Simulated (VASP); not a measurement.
# TiSi (Cmmm) in VASP: single point with PBEsol

Aim: the single point of TiSi with PBEsol.

All numbers are computed with VASP 6.6.1; they aren't measurements. Logs are shortened: lines on timing, memory, paths and dates and some standing lists are left out, and cuts for length are marked.

**1. The cell of the first run**

It takes space group Cmmm (No. 65, orthorhombic). Conventional cell: a = 3.741 Å, b = 4.362 Å, c = 3.918 Å, α = 90.00°, β = 90.00°, γ = 90.00°. Within 4.0 Å of Ti (site symmetry mmm) lie 8 Si at 2.71 to 2.93 Å and 8 Ti at 2.87 to 3.92 Å. Within 4.0 Å of Si (site symmetry mmm) lie 8 Ti at 2.71 to 2.93 Å and 8 Si at 2.87 to 3.92 Å.

**2. Single point, PBEsol (strain +0.030 along x and y, +0.030 along z)**

INCAR reads:

```
PREC = Accurate
ENCUT = 520
EDIFF = 1E-7
ISMEAR = 0
SIGMA = 0.15
LREAL = False
LASPH = True
NELM = 80
ALGO = Normal
ISIF = 2
LWAVE = False
LCHARG = False
GGA = PS
NBANDS = 15
```

KPOINTS reads:

```
Automatic mesh
0
Gamma
  18 18 12
```

POSCAR reads:

```
TiSi
1.0
    1.8706633400     -2.1811527200      0.0000000000
    1.8706633400      2.1811527200      0.0000000000
    0.0000000000      0.0000000000      3.9180520200
Ti Si
1 1
Direct
    0.5000000000      0.5000000000      0.0000000000
    0.0000000000      0.0000000000      0.5000000000
```

Potentials or basis: VASP PAW PBE potentials, release 64 (Ti_sv, Si).

Command:

```console
$ cat potpaw_PBE.64/Ti_sv/POTCAR potpaw_PBE.64/Si/POTCAR > POTCAR
$ mpirun -np 1 vasp_std > vasp.out
```

OUTCAR:

```text
PREC = Accurate
   ENCUT = 520
   EDIFF = 1E-7
   ISMEAR = 0
   LREAL = False
   LASPH = True
   NELM = 80
   ISIF = 2
   GGA = PS

 ion  position               nearest neighbor table
   1  0.500  0.500  0.000-   2 2.71   2 2.71   2 2.71   2 2.71   2 2.93   2 2.93   2 2.93   2 2.93

   2  0.000  0.000  0.500-   1 2.71   1 2.71   1 2.71   1 2.71   1 2.93   1 2.93   1 2.93   1 2.93

  LATTYP: Found a base centered orthorhombic cell.
 ALAT       =     3.7413266800
 B/A-ratio  =     1.1659782246
 C/A-ratio  =     1.0472360088

  Lattice vectors:

 A1 = (   1.8706633400,  -2.1811527200,   0.0000000000)
 A2 = (   1.8706633400,   2.1811527200,   0.0000000000)
 A3 = (   0.0000000000,   0.0000000000,   3.9180520200)

Analysis of symmetry for initial positions (statically):
=====================================================================
 Subroutine PRICEL returns:
 Original cell was already a primitive cell.

 Routine SETGRP: Setting up the symmetry group for a
 base centered orthorhombic supercell.

 Subroutine GETGRP returns: Found  8 space group operations
 (whereof  8 operations were pure point group operations)
 out of a pool of  8 trial point group operations.

The static configuration has the point symmetry D_2h.

Analysis of symmetry for dynamics (positions and initial velocities):
=====================================================================
 Subroutine PRICEL returns:
 Original cell was already a primitive cell.

 Routine SETGRP: Setting up the symmetry group for a
 base centered orthorhombic supercell.

 Subroutine GETGRP returns: Found  8 space group operations
 (whereof  8 operations were pure point group operations)
 out of a pool of  8 trial point group operations.

The dynamic configuration has the point symmetry D_2h.

 Subroutine INISYM returns: Found  8 space group operations
 (whereof  8 operations are pure point group operations),
 and found     1 'primitive' translations

----------------------------------------------------------------------------------------

                                     Primitive cell

  volume of cell :      31.9729

  direct lattice vectors                    reciprocal lattice vectors
     1.870663340 -2.181152720  0.000000000     0.267284866 -0.229236585  0.000000000
     1.870663340  2.181152720  0.000000000     0.267284866  0.229236585  0.000000000
     0.000000000  0.000000000  3.918052020     0.000000000  0.000000000  0.255228873

  length of vectors
     2.873466290  2.873466290  3.918052020     0.352123006  0.352123006  0.255228873

  position of ions in fractional coordinates (direct lattice)
     0.500000000  0.500000000  0.000000000
     0.000000000  0.000000000  0.500000000

  ion indices of the primitive-cell ions
   primitive index   ion index
                 1           1
                 2           2

----------------------------------------------------------------------------------------

 KPOINTS: Automatic mesh

Automatic generation of k-mesh.
 Grid dimensions read from file:
 generate k-points for:   18   18   12

 Generating k-lattice:

  Cartesian coordinates                     Fractional coordinates (reciprocal lattice)
     0.014849159 -0.012735366  0.000000000     0.055555556 -0.000000000  0.000000000
     0.014849159  0.012735366  0.000000000    -0.000000000  0.055555556  0.000000000
     0.000000000  0.000000000  0.021269073     0.000000000  0.000000000  0.083333333

  Length of vectors
     0.019562389  0.019562389  0.021269073

  Shift w.r.t. Gamma in fractional coordinates (k-lattice)
     0.000000000  0.000000000  0.000000000

 Subroutine IBZKPT returns following result:
 ===========================================

 Found    637 irreducible k-points:

 Following reciprocal coordinates:
            Coordinates               Weight
  0.000000  0.000000  0.000000      1.000000
  0.055556 -0.000000  0.000000      4.000000
  0.111111 -0.000000  0.000000      4.000000
  0.166667 -0.000000  0.000000      4.000000
  0.222222 -0.000000  0.000000      4.000000
  0.277778 -0.000000  0.000000      4.000000
[... 16 lines left out ...]
 -0.277778  0.055556  0.000000      4.000000
 -0.222222  0.055556  0.000000      4.000000
 [... further k-points ...]
   k-points           NKPTS =    637   k-points in BZ     NKDIM =    637   number of bands    NBANDS=     15
   number of dos      NEDOS =    301   number of ions     NIONS =      2
   total plane-waves  NPLWV =  17280
   dimension x,y,z NGX =    24 NGY =   24 NGZ =   30
   dimension x,y,z NGXF=    48 NGYF=   48 NGZF=   60
   ions per type =               1   1
   NGX,Y,Z   is equivalent  to a cutoff of  13.89, 13.89, 12.73 a.u.
   NGXF,Y,Z  is equivalent  to a cutoff of  27.77, 27.77, 25.46 a.u.
 SYSTEM =  unknown system
   PREC   = accura    normal or accurate (medium, high low for compatibility)
   ISTART =      0    job   : 0-new  1-cont  2-samecut
   ICHARG =      2    charge: 1-file 2-atom 10-const
   ISPIN  =      1    spin polarized calculation?
   LNONCOLLINEAR =      F non collinear calculations
   LSORBIT =      F    spin-orbit coupling
   LASPH  =      T    aspherical Exc in radial PAW
   ENCUT  =  520.0 eV  38.22 Ry    6.18 a.u.   5.34  5.34  7.28*2*pi/ulx,y,z
   NELM   =     80;   NELMIN=  2; NELMDL= -5     # of ELM steps
   EDIFF  = 0.1E-06   stopping-criterion for ELM
   LREAL  =      F    real-space projection
   EDIFFG = 0.1E-05   stopping-criterion for IOM
   NSW    =      0    number of steps for IOM
   IBRION =     -1    ionic relax: 0-MD 1-quasi-New 2-CG
   NFREE  =      0    steps in history (QN), initial steepest desc. (CG)
   ISIF   =      2    stress and relaxation
   ISYM   =      2    0-nonsym 1-usesym 2-fastsym
   POTIM  = 0.5000    time-step for ionic-motion
   TEBEG  =    0.0;   TEEND  =   0.0 temperature during run
   PSTRESS=    0.0 pullay stress
   NELECT =      16.0000    total number of electrons
   NUPDOWN=      -1.0000    fix difference up-down
   EMIN   =  10.00;   EMAX   =-10.00  energy-range for DOS
   EFERMI =   0.00;   METHOD = LEGACY
   ISMEAR =     0;   SIGMA  =   0.15  broadening in eV -4-tet -1-fermi 0-gaus
   EFERMI_NEDOS =   21; number of points for ismear=-14 and -15
   IALGO  =     38    algorithm
   IMIX   =      4    mixing-type and parameters
     AMIX     =   0.40;   BMIX     =  1.00
     AMIX_MAG =   1.60;   BMIX_MAG =  1.00
  volume/ion in A,a.u.               =      15.99       107.88
  Fermi-wavevector in a.u.,A,eV,Ry     =   1.299733  2.456139 22.984406  1.689306
  Thomas-Fermi vector in A             =   2.430978
   LORBIT       =      0    0 simple, 1 ext, 2 COOP (PROOUT), +10 PAW based schemes
   GGA     = PS    functional components
   LHFCALC =     F    Hartree Fock is set to
   AEXX    =    0.0000 exact exchange contribution
   IVDW    =     0    specifies the selected vdW correction
   LEPSILON=     F    determine dielectric tensor
   LRPA    =     F    only Hartree local field effects (RPA)
 non-spin polarized calculation
 Gauss-broadening in eV      SIGMA  =   0.15
  energy-cutoff  :      520.00
  volume of cell :       31.97
 maximum number of plane-waves:       880
 NGX is ok and might be reduce to    24
   NGX = 11   NGY = 11   NGZ = 15

 number of electron      15.9999995 magnetization

 Free energy of the ion-electron system (eV)
  ---------------------------------------------------
  ext. energy  EPLUGINS =         0.00000000
  ---------------------------------------------------
  free energy    TOTEN  =       -15.16238772 eV

  energy without entropy =      -15.14884307  energy(sigma->0) =      -15.15561540

 E-fermi :   8.9747     XC(G=0): -11.4324

 val. band max:        8.9729776293   @ k =  -0.1111   0.1111   0.4167
 cond. band min:       8.9772808697   @ k =  -0.2778   0.1667   0.2500
 fundamental gap:      0.0043032403
 Fermi energy:         8.9747434712

 k-point     1 :       0.0000    0.0000    0.0000
  band No.  band energies     occupation
      1     -47.6864      2.00000
      2     -24.1762      2.00000
      3     -23.8235      2.00000
      4     -23.7328      2.00000
      5      -2.1992      2.00000
      6       6.7917      2.00000
      7       7.3264      2.00000
      8       8.0040      2.00000
      9      10.4746      0.00000
     10      11.0554      0.00000
     11      11.5622      0.00000
     12      13.6647      0.00000
     13      14.4696      0.00000
     14      14.5692      0.00000
     15      17.2203      0.00000

 k-point     2 :       0.0556   -0.0000    0.0000
  band No.  band energies     occupation
      1     -47.6849      2.00000
      2     -24.1747      2.00000
      3     -23.8295      2.00000
      4     -23.7389      2.00000
      5      -2.1415      2.00000
      6       6.8388      2.00000
      7       7.2919      2.00000
      8       8.0035      2.00000
      9      10.5269      0.00000
     10      11.0651      0.00000
     11      11.4942      0.00000
     12      13.3139      0.00000
     13      14.3296      0.00000
     14      14.6387      0.00000
     15      17.5970      0.00000

 k-point     3 :       0.1111   -0.0000    0.0000
  band No.  band energies     occupation
      1     -47.6806      2.00000
      2     -24.1702      2.00000
      3     -23.8522      2.00000
      4     -23.7509      2.00000
      5      -1.9695      2.00000
      6       6.9692      2.00000
      7       7.1959      2.00000
      8       7.9737      2.00000
      9      10.6655      0.00000
     10      11.1075      0.00000
     11      11.3205      0.00000
     12      12.4236      0.00000
     13      14.4027      0.00000
     14      14.6886      0.00000
     15      18.1767      0.00000

 k-point     4 :       0.1667   -0.0000    0.0000
  band No.  band energies     occupation
      1     -47.6741      2.00000
      2     -24.1634      2.00000
      3     -23.8978      2.00000
      4     -23.7582      2.00000
      5      -1.6855      2.00000
      6       7.0568      2.00000
      7       7.1376      2.00000
      8       7.8294      2.00000
      9      10.8211      0.00000
     10      11.1081      0.00000
     11      11.2413      0.00000
     12      11.5655      0.00000
     13      14.5165      0.00000
     14      14.8171      0.00000
     15      18.5608      0.00000
[... 307 lines left out ...]
 k-point    22 :      -0.3333    0.0556    0.0000
  band No.  band energies     occupation
      1     -47.6481      2.00000
      2     -24.1365      2.00000
      3     -24.0925      2.00000
      4     -23.7649      2.00000
      5      -0.2586      2.00000
      6       5.5988      2.00000
      7       6.6721      2.00000
      8       8.0878      2.00000
      9      10.2424      0.00000
     10      10.8364      0.00000
     11      11.5036      0.00000
     12      12.4621      0.00000
     13      14.3987      0.00000
     14      16.1189      0.00000
     15      17.6861      0.00000

 k-point    23 :      -0.2778    0.0556    0.0000
  band No.  band energies     occupation
      1     -47.6563      2.00000
      2     -24.1450      2.00000
      3     -24.0260      2.00000
      4     -23.7682      2.00000
      5      -0.8301      2.00000
      6       6.5346      2.00000
      7       6.8241      2.00000
      8       7.8803      2.00000
      9      10.4456      0.00000
     10      10.7444      0.00000
     11      11.1429      0.00000
     12      12.0239      0.00000
     13      14.5540      0.00000
     14      15.6544      0.00000
     15      18.7892      0.00000

 k-point    24 :      -0.2222    0.0556    0.0000
  band No.  band energies     occupation
      1     -47.6648      2.00000
      2     -24.1539      2.00000
      3     -23.9562      2.00000
      4     -23.7707      2.00000
      5      -1.3075      2.00000
      6       6.9862      2.00000
      7       7.1679      2.00000
      8       7.7686      2.00000
      9      10.6177      0.00000
     10      10.6361      0.00000
     11      11.1816      0.00000
     12      11.7003      0.00000
     13      14.6209      0.00000
     14      15.1912      0.00000
     15      18.8141      0.00000

 [... further k-points ...]

------------------------ aborting loop because EDIFF is reached ----------------------------------------

  FORCE on cell =-STRESS in cart. coord.  units (eV):
  Direction    XX          YY          ZZ          XY          YZ          ZX
  --------------------------------------------------------------------------------------
  -------------------------------------------------------------------------------------
  Total       -2.8083644     -2.4452716     -2.9398742      0.0000000      0.0000000      0.0000000
  in kB     -140.7285257   -122.5337674   -147.3185450      0.0000000      0.0000000      0.0000000
  external PRESSURE =    -136.8602794 kB  Pullay stress =       0.0000000 kB

 VOLUME and BASIS-vectors are now :
 -----------------------------------------------------------------------------
  energy-cutoff  :      520.00
  volume of cell :       31.97
      direct lattice vectors                 reciprocal lattice vectors
     1.870663340 -2.181152720  0.000000000     0.267284866 -0.229236585  0.000000000
     1.870663340  2.181152720  0.000000000     0.267284866  0.229236585  0.000000000
     0.000000000  0.000000000  3.918052020     0.000000000  0.000000000  0.255228873

 POSITION                                       TOTAL-FORCE (eV/Angst)
 -----------------------------------------------------------------------------------
      1.87066      0.00000      0.00000        -0.000000      0.000000      0.000000
      0.00000      0.00000      1.95903         0.000000     -0.000000      0.000000
 -----------------------------------------------------------------------------------
    total drift:                               -0.000000     -0.000000     -0.000000

  FREE ENERGIE OF THE ION-ELECTRON SYSTEM (eV)
  ---------------------------------------------------
  free  energy   TOTEN  =       -15.1623877185 eV

  energy  without entropy=      -15.1488430745  energy(sigma->0) =      -15.15561540
```

Run time: 6.8 min. Hardware: 1 thread of AMD EPYC 7R13, shared host; peak memory 0.37 GiB.

Results:

```
Free energy            : -15.1624 eV
Pressure               : -13.7 GPa
Band gap on the k mesh : zero (bands 8 and 9 overlap by 1.37 eV)
```

Levels at points of the mesh, in eV from the Fermi level:
| k point | band 5 | band 6 | band 7 | band 8 | band 9 | band 10 | band 11 | band 12 |
| --- | --- | --- | --- | --- | --- | --- | --- | --- |
| (0.00, 0.00, 0.00) | -11.17 | -2.18 | -1.65 | -0.97 | 1.50 | 2.08 | 2.59 | 4.69 |
| (0.50, 0.00, 0.00) | -7.46 | -5.90 | -2.59 | -0.74 | 1.48 | 2.07 | 3.78 | 4.53 |
| (0.50, 0.50, 0.00) | -5.61 | -3.52 | -1.46 | -1.08 | -0.70 | -0.23 | 2.29 | 2.89 |
| (0.00, 0.00, 0.50) | -9.96 | -6.18 | -0.72 | 0.52 | 0.53 | 1.52 | 2.65 | 6.95 |
| (0.50, 0.00, 0.50) | -7.60 | -4.49 | -2.56 | -1.62 | 1.25 | 1.63 | 1.66 | 2.83 |
| (0.50, 0.50, 0.50) | -4.42 | -3.46 | -3.42 | -3.08 | 1.89 | 2.37 | 2.66 | 3.65 |

Caveat: the cell differs from its parent crystal (strain +0.030 along x and y, +0.030 along z); the cell stands under tension; the PAW data sets were made with another functional, which shifts forces and pressure a little.
